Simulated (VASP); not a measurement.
Set up this calculation in VASP 6.6.1, as the native input.

- Task: relaxation of the atoms
- Functional: PBEsol
- Potentials or basis: VASP PAW PBE potentials, release 64 (O, Ti_sv)
- Cutoff: 520 eV
- k mesh: 9 × 6 × 1
- Occupations: gaussian, width 0.05 eV
- Spin: no spin polarisation
- Dipole correction: yes
- Atoms held fixed (from 0): [0, 1, 2, 6]
- Further INCAR settings: ALGO = Normal; EDIFF = 1e-06; IBRION = 2; EDIFFG = -0.03; NSW = 90

The structure of TiO2 lies in POSCAR:

```
TiO2
1.0
    2.9389939992      0.0000000000      0.0000000000
    0.0000000000      4.5912476233      0.0000000000
    0.0000000000      0.0000000000     23.3869879347
O Ti
6 3
Selective dynamics
Direct
    0.5000000000      0.1955612568      0.3634499673  F F F
    0.5000000000      0.8044387432      0.4402337035  F F F
    0.0000000000      0.3044387432      0.4616081319  F F F
    0.0000000000      0.6955612568      0.5383918681  T T T
    0.5000000000      0.1955612568      0.5597662965  T T T
    0.5000000000      0.8044387432      0.6365500327  T T T
    0.0000000000      0.0000000000      0.4018418354  F F F
    0.5000000000      0.5000000000      0.5000000000  T T T
    0.0000000000      0.0000000000      0.5981581646  T T T
```

One way to write it, as run:

INCAR

```
SYSTEM = TiO2
PREC = Accurate ; ENCUT = 520
EDIFF = 1E-6 ; ISMEAR = 0
SIGMA = 0.05 ; LREAL = .FALSE.
LASPH = .TRUE. ; NELM = 100
ALGO = Normal ; ISIF = 2
LWAVE = .FALSE. ; LCHARG = .FALSE.
LDIPOL = .TRUE. ; IDIPOL = 3
DIPOL = 0.5 0.5 0.500 ; GGA = PS
IBRION = 2 ; NSW = 90
EDIFFG = -0.03 ; KPAR = 4
```

KPOINTS

```
regular mesh
0
G
  9 6 1
  0 0 0
```

Potentials or basis: VASP PAW PBE potentials, release 64 (O, Ti_sv).

Command:

```sh
$ cat potpaw_PBE.64/O/POTCAR potpaw_PBE.64/Ti_sv/POTCAR > POTCAR
$ mpirun -np 4 vasp_std > vasp.out
```

It gave:

```yaml
Energy_gained_by_relaxing: 69.0 meV/atom
Ionic_steps: 28
Band_gap_on_the_k_mesh: 2.10 eV (least direct gap 2.20 eV)
```

Run time: 30 min on 4 MPI ranks on Intel(R) Xeon(R) Platinum 8259CL CPU @ 2.50GHz (Skylake/Cascade Lake) (shared host), peak memory 0.56 GiB a rank.
